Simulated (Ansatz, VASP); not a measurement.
One calculation of Al2Cu, two programs

Contents of INCAR:

```
PREC = Accurate ; ENCUT = 520
EDIFF = 1E-6 ; ISMEAR = 0
SIGMA = 0.15 ; LREAL = False
LASPH = True ; NELM = 80
ALGO = Fast ; ISIF = 2
LWAVE = False ; LCHARG = False
GGA = PE ; NBANDS = 26
```

Contents of KPOINTS:

```
regular mesh
0
Gamma
  10 10 10
```

File POSCAR:

```
Al2Cu
1.0
   -2.8748500000      2.8748500000      2.5145000000
    2.8748500000     -2.8748500000      2.5145000000
    2.8748500000      2.8748500000     -2.5145000000
Al Cu
4 2
Direct
    0.1587211657      0.6587211657      0.8174423314
    0.6587211657      0.8412788343      0.5000000000
    0.8412788343      0.3412788343      0.1825576686
    0.3412788343      0.1587211657      0.5000000000
    0.7500000000      0.7500000000      0.0000000000
    0.2500000000      0.2500000000      0.0000000000
```

Input for Ansatz:

```yaml
crystal:
  lattice:
    - [-2.87485, 2.87485, 2.5145]
    - [2.87485, -2.87485, 2.5145]
    - [2.87485, 2.87485, -2.5145]
  atoms:
    - { symbol: Al, position: [0.1587211657, 0.6587211657, 0.8174423314] }
    - { symbol: Al, position: [0.6587211657, 0.8412788343, 0.5] }
    - { symbol: Al, position: [0.8412788343, 0.3412788343, 0.1825576686] }
    - { symbol: Al, position: [0.3412788343, 0.1587211657, 0.5] }
    - { symbol: Cu, position: [0.75, 0.75, 0.0] }
    - { symbol: Cu, position: [0.25, 0.25, 0.0] }
basis:
  ecutwfc: 520.0
kpoints:
  mp_grid: { grid: [10, 10, 10] }
hamiltonian:
  xc: pbe
  pseudopotentials: { kind: paw, azcp: { folder: soft_1 } }
scf:
  occupations: { method: gaussian, width: 0.15 }
output:
  forces: true
  stress: true
  eigenvalues: true
```

Alike in both runs: task single point; functional PBE; k mesh 10 × 10 × 10; occupations gaussian, width 0.15 eV; no spin polarisation.

|  | VASP | Ansatz |
| --- | --- | --- |
| version | VASP 6.6.1 | Ansatz 0.2.0 |
| potentials or method | VASP PAW PBE potentials, release 64 (Al, Cu), cutoff 520 eV | scalar-relativistic, plane waves, PAW |
| valence electrons in the cell | 34 | 50 |

VASP gave:

- gap on the k mesh at the Fermi level (eV): none
- pressure (GPa): 9.6
- traceless stress, the component that is largest in VASP (GPa): -6.77
- rms of the force components (eV/Å): 0.122

**Question.** Which values does Ansatz return?

**Answer.** gap on the k mesh at the Fermi level (eV): none; pressure (GPa): 9.3; traceless stress, the component that is largest in VASP (GPa): -6.85; rms of the force components (eV/Å): 0.123.

Atom by atom the forces differ by 0.002 eV/Å (rms over components). A gap of «none» marks a metal or a gap that the smearing closes. VASP's potentials hold 34 valence electrons a cell and Ansatz's 50, so a difference there can come from the potentials and not from the codes.
